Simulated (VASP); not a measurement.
# Hf (P6_3/mmc) in VASP: notebook, part 2 of 2

VASP 6.6.1. The steps go on from the part before.

### 3 Single point, LDA

This run uses another cell than the first one, of 22.83 Å³/atom, 1.020 times its volume.

INCAR reads:

```
SYSTEM = Hf
ALGO = Normal ; EDIFF = 1E-6
ENCUT = 520 ; ISIF = 2
ISMEAR = 1 ; LASPH = .TRUE.
LCHARG = .TRUE. ; LELF = .TRUE.
LREAL = .FALSE. ; LVHAR = .TRUE.
LWAVE = .FALSE. ; NBANDS = 17
NELM = 100 ; PREC = Accurate
SIGMA = 0.1
```

KPOINTS reads:

```
k-points
0
G
  8 8 5
  0 0 0
```

POSCAR reads:

```
Hf
1.0
    3.2178708157      0.0000000000      0.0000000000
   -1.6089354078      2.7867574615      0.0000000000
    0.0000000000      0.0000000000      5.0912963404
Hf
2
Direct
    0.3333333333      0.6666666667      0.2500000000
    0.6666666667      0.3333333333      0.7500000000
```

Potentials or basis: VASP PAW LDA potentials, release 64 (Hf_pv).

On the command line:

```sh
cat potpaw_LDA.64/Hf_pv/POTCAR > POTCAR
mpirun -np 1 vasp_std > vasp.out
```

OUTCAR:

```text
SYSTEM = Hf
   EDIFF = 1E-6
   ENCUT = 520
   ISIF = 2
   ISMEAR = 1
   LASPH = .TRUE.
   LREAL = .FALSE.
   NELM = 100
   PREC = Accurate

 ion  position               nearest neighbor table
   1  0.333  0.667  0.250-   2 3.15   2 3.15   2 3.15   2 3.15   2 3.15   2 3.15
   2  0.667  0.333  0.750-   1 3.15   1 3.15   1 3.15   1 3.15   1 3.15   1 3.15

  LATTYP: Found a hexagonal cell.
 ALAT       =     3.2178708157
 C/A-ratio  =     1.5821941377

  Lattice vectors:

 A1 = (   3.2178708157,   0.0000000000,   0.0000000000)
 A2 = (  -1.6089354078,   2.7867574615,   0.0000000000)
 A3 = (   0.0000000000,   0.0000000000,   5.0912963404)

Analysis of symmetry for initial positions (statically):
=====================================================================
 Subroutine PRICEL returns:
 Original cell was already a primitive cell.

 Routine SETGRP: Setting up the symmetry group for a
 hexagonal supercell.

 Subroutine GETGRP returns: Found 24 space group operations
 (whereof 12 operations were pure point group operations)
 out of a pool of 24 trial point group operations.

The static configuration has the point symmetry D_3d.
 The point group associated with its full space group is D_6h.

Analysis of symmetry for dynamics (positions and initial velocities):
=====================================================================
 Subroutine PRICEL returns:
 Original cell was already a primitive cell.

 Routine SETGRP: Setting up the symmetry group for a
 hexagonal supercell.

 Subroutine GETGRP returns: Found 24 space group operations
 (whereof 12 operations were pure point group operations)
 out of a pool of 24 trial point group operations.

The dynamic configuration has the point symmetry D_3d.
 The point group associated with its full space group is D_6h.

 Subroutine INISYM returns: Found 24 space group operations
 (whereof 12 operations are pure point group operations),
 and found     1 'primitive' translations
[... 112 lines left out ...]
   IALGO  =     38    algorithm
   IMIX   =      4    mixing-type and parameters
     AMIX     =   0.40;   BMIX     =  1.00
     AMIX_MAG =   1.60;   BMIX_MAG =  1.00
  volume/ion in A,a.u.               =      22.83       154.05
  Fermi-wavevector in a.u.,A,eV,Ry     =   1.243329  2.349551 21.032802  1.545867
  Thomas-Fermi vector in A             =   2.377645
   LORBIT       =      0    0 simple, 1 ext, 2 COOP (PROOUT), +10 PAW based schemes
   GGA     = CA    functional components
   LHFCALC =     F    Hartree Fock is set to
   AEXX    =    0.0000 exact exchange contribution
   IVDW    =     0    specifies the selected vdW correction
   LEPSILON=     F    determine dielectric tensor
   LRPA    =     F    only Hartree local field effects (RPA)
 non-spin polarized calculation
 Methfessel and Paxton  Order N= 1 SIGMA  =   0.10
  energy-cutoff  :      520.00
  volume of cell :       45.66
 maximum number of plane-waves:      1250
 NGX is ok and might be reduce to    24
   NGX = 11   NGY = 11   NGZ = 19

 number of electron      20.0000007 magnetization

 Free energy of the ion-electron system (eV)
  ---------------------------------------------------
  ext. energy  EPLUGINS =         0.00000000
  ---------------------------------------------------
  free energy    TOTEN  =       -21.26926281 eV

  energy without entropy =      -21.26981130  energy(sigma->0) =      -21.26944564

 E-fermi :   4.7366     XC(G=0): -11.3802

 val. band max:        4.6236657320   @ k =   0.0000   0.0000   0.4000
 cond. band min:       4.7449505358   @ k =   0.2500   0.2500   0.4000
 fundamental gap:      0.1212848038
 Fermi energy:         4.7365735618

 k-point     1 :       0.0000    0.0000    0.0000
  band No.  band energies     occupation
      1     -26.3165      2.00000
      2     -25.5987      2.00000
      3     -25.5987      2.00000
      4     -25.4889      2.00000
      5     -25.4758      2.00000
      6     -25.4758      2.00000
[... 457 lines left out ...]
      4     -25.6764      2.00000
      5     -25.6479      2.00000
      6     -25.6162      2.00000
[... 9 lines left out ...]
     16       9.7071      0.00000
     17      10.1289      0.00000

 [... further k-points ...]

------------------------ aborting loop because EDIFF is reached ----------------------------------------

  FORCE on cell =-STRESS in cart. coord.  units (eV):
  Direction    XX          YY          ZZ          XY          YZ          ZX
  --------------------------------------------------------------------------------------
  -------------------------------------------------------------------------------------
  Total       -2.5986215     -2.5986207     -2.6948926     -0.0000000      0.0000000     -0.0000000
  in kB      -91.1921491    -91.1921222    -94.5705436     -0.0000000      0.0000000     -0.0000000
  external PRESSURE =     -92.3182716 kB  Pullay stress =       0.0000000 kB

 VOLUME and BASIS-vectors are now :
 -----------------------------------------------------------------------------
  energy-cutoff  :      520.00
  volume of cell :       45.66
      direct lattice vectors                 reciprocal lattice vectors
     3.217870816  0.000000000  0.000000000     0.310764495  0.179419991  0.000000000
    -1.608935408  2.786757462  0.000000000     0.000000000  0.358839983  0.000000000
     0.000000000  0.000000000  5.091296340     0.000000000  0.000000000  0.196413631

 POSITION                                       TOTAL-FORCE (eV/Angst)
 -----------------------------------------------------------------------------------
     -0.00000      1.85784      1.27282         0.000000      0.000000      0.000000
      1.60894      0.92892      3.81847        -0.000000      0.000000      0.000000
 -----------------------------------------------------------------------------------
    total drift:                               -0.000000      0.000000     -0.000000

  FREE ENERGIE OF THE ION-ELECTRON SYSTEM (eV)
  ---------------------------------------------------
  free  energy   TOTEN  =       -21.2692628074 eV

  energy  without entropy=      -21.2698112959  energy(sigma->0) =      -21.26944564
```

OSZICAR:

```text
N       E                     dE             d eps       ncg     rms          rms(c)
DAV:   1     0.477400108629E+02    0.47740E+02   -0.11595E+04  1036   0.112E+03
DAV:   2    -0.202652441732E+02   -0.68005E+02   -0.66391E+02  1294   0.247E+02
DAV:   3    -0.220773968560E+02   -0.18122E+01   -0.17978E+01  1368   0.266E+01
DAV:   4    -0.220920439929E+02   -0.14647E-01   -0.14642E-01  1232   0.288E+00
DAV:   5    -0.220922139166E+02   -0.16992E-03   -0.16988E-03  1361   0.267E-01    0.644E+01
DAV:   6    -0.214869101947E+02    0.60530E+00   -0.55828E-01  1230   0.451E+00    0.380E+01
DAV:   7    -0.212814362134E+02    0.20547E+00   -0.88783E-01  1268   0.544E+00    0.196E+00
DAV:   8    -0.212692079882E+02    0.12228E-01   -0.54302E-02  1194   0.150E+00    0.817E-01
DAV:   9    -0.212692735462E+02   -0.65558E-04   -0.16126E-03  1415   0.280E-01    0.224E-01
DAV:  10    -0.212692629045E+02    0.10642E-04   -0.34519E-05  1180   0.400E-02    0.501E-02
DAV:  11    -0.212692628074E+02    0.97085E-07   -0.89457E-06  1284   0.171E-02
   1 F= -.21269263E+02 E0= -.21269446E+02  d E =0.548489E-03
```

It took 6.2 s on 1 thread of Intel Xeon 6975P-C (Granite Rapids), shared host; peak memory 0.15 GiB.

What came out:

| Quantity | Value |
| --- | --- |
| Free energy | -21.2693 eV |
| Pressure | -9.2 GPa |
| Band gap on the k mesh | zero (band 10 reaches 5.75 eV, above the bottom of band 11 at 4.39 eV) |

Caveat: spin-orbit coupling is left out, which moves the levels of the heavy elements.

### 4 Single point, LDA

This run uses another cell than the first one, of 23.28 Å³/atom, 1.040 times its volume.

INCAR reads:

```
SYSTEM = Hf
ALGO = Normal
EDIFF = 1E-7
ENCUT = 520
GGA = CA
ISIF = 2
ISMEAR = 1
LASPH = .TRUE.
LCHARG = .TRUE.
LELF = .TRUE.
LREAL = .FALSE.
LVHAR = .TRUE.
LWAVE = .FALSE.
NBANDS = 17
NELM = 100
PREC = Accurate
SIGMA = 0.1
```

KPOINTS is that of step 3.

POSCAR reads:

```
Hf
1.0
    3.2387666662      0.0000000000      0.0000000000
   -1.6193833331      2.8048537962      0.0000000000
    0.0000000000      0.0000000000      5.1243576326
Hf
2
Direct
    0.3333333333      0.6666666667      0.2500000000
    0.6666666667      0.3333333333      0.7500000000
```

On the command line:

```sh
cat potpaw_LDA.64/Hf_pv/POTCAR > POTCAR
mpirun -np 1 vasp_std > vasp.out
```

Wall time 6.9 s (1 thread of Intel Xeon 6975P-C (Granite Rapids), shared host); peak memory 0.15 GiB.

Results (log left out):

```
Free energy            : -21.2130 eV
Pressure               : -10.9 GPa
Band gap on the k mesh : zero (band 10 reaches 5.61 eV, above the bottom of band 11 at 4.27 eV)
```

Stress tensor (GPa, compression positive):
```
-10.80   0.00   0.00
  0.00 -10.80   0.00
  0.00   0.00 -11.13
```

Levels at points of the mesh, in eV from the Fermi level:
| k point | band 6 | band 7 | band 8 | band 9 | band 10 | band 11 | band 12 | band 13 | band 14 | band 15 |
| --- | --- | --- | --- | --- | --- | --- | --- | --- | --- | --- |
| (0.00, 0.00, 0.00) | -30.28 | -7.26 | -3.67 | 0.58 | 1.01 | 1.01 | 1.27 | 1.78 | 1.78 | 2.36 |
| (0.50, 0.00, 0.00) | -30.36 | -3.35 | -2.70 | -2.20 | -0.85 | 0.63 | 0.73 | 1.49 | 5.45 | 5.93 |

Caveat: spin-orbit coupling is left out, which moves the levels of the heavy elements.

### 5 Single point, LDA

This run uses another cell than the first one, of 23.72 Å³/atom, 1.060 times its volume.

INCAR reads:

```
ALGO     = Normal         # electronic algorithm
EDIFF    = 1E-7           # SCF threshold, eV
ENCUT    = 520            # plane-wave cutoff, eV
GGA      = CA             # functional
ISIF     = 2              # what is computed and relaxed
ISMEAR   = 1              # smearing method
LASPH    = True           # aspherical terms in the spheres
LCHARG   = False          # write CHGCAR
LREAL    = False          # projectors in reciprocal space
LWAVE    = False          # write WAVECAR
NBANDS   = 17             # bands
NELM     = 100            # most SCF steps
PREC     = Accurate       # precision mode
SIGMA    = 0.1            # smearing width, eV
```

KPOINTS reads:

```
k-points
0
Gamma
  8 8 5
```

POSCAR reads:

```
Hf
1.0
    3.2593963094      0.0000000000      0.0000000000
   -1.6296981547      2.8227195887      0.0000000000
    0.0000000000      0.0000000000      5.1569977332
Hf
2
Direct
    0.3333333333      0.6666666667      0.2500000000
    0.6666666667      0.3333333333      0.7500000000
```

On the command line:

```sh
cat potpaw_LDA.64/Hf_pv/POTCAR > POTCAR
mpirun -np 1 vasp_std > vasp.out
```

It took 6.6 s on 1 thread of Intel Xeon 6975P-C (Granite Rapids), shared host; peak memory 0.14 GiB.

It converged, with:

| Quantity | Value |
| --- | --- |
| Free energy | -21.1478 eV |
| Pressure | -12.4 GPa |
| Band gap on the k mesh | zero (band 10 reaches 5.47 eV, above the bottom of band 11 at 4.15 eV) |

Stress tensor (GPa, compression positive):
```
-12.30   0.00   0.00
  0.00 -12.30   0.00
  0.00   0.00 -12.64
```

Levels at points of the mesh, in eV from the Fermi level:
```
           k point  band 8  band 9  band 10  band 11  band 12  band 13
(0.00, 0.00, 0.00)   -3.61    0.53     1.01     1.01     1.26     1.76
(0.50, 0.00, 0.00)   -2.63   -2.13    -0.87     0.64     0.71     1.46
```

Caveat: spin-orbit coupling is left out, which moves the levels of the heavy elements.

### 6 The runs side by side

```csv
cell,gap on the mesh (eV),pressure (GPa)
"a = 3.197, b = 3.197, c = 5.058 Å, angles 90.0, 90.0, 120.0°, 2 atoms",none,-7.5
"a = 3.218, b = 3.218, c = 5.091 Å, angles 90.0, 90.0, 120.0°, 2 atoms",none,-9.2
"a = 3.239, b = 3.239, c = 5.124 Å, angles 90.0, 90.0, 120.0°, 2 atoms",none,-10.9
"a = 3.259, b = 3.259, c = 5.157 Å, angles 90.0, 90.0, 120.0°, 2 atoms",none,-12.4
```

Alike in all rows: task single point; level LDA; potentials or basis VASP PAW LDA potentials, release 64 (Hf_pv); no spin polarisation; k mesh 8 × 8 × 5; cutoff (eV) 520; smearing methfessel-paxton 0.1 eV.

Caveats: spin-orbit coupling is left out, which moves the levels of the heavy elements.

Absolute energies hang on the potentials; compare differences alone.
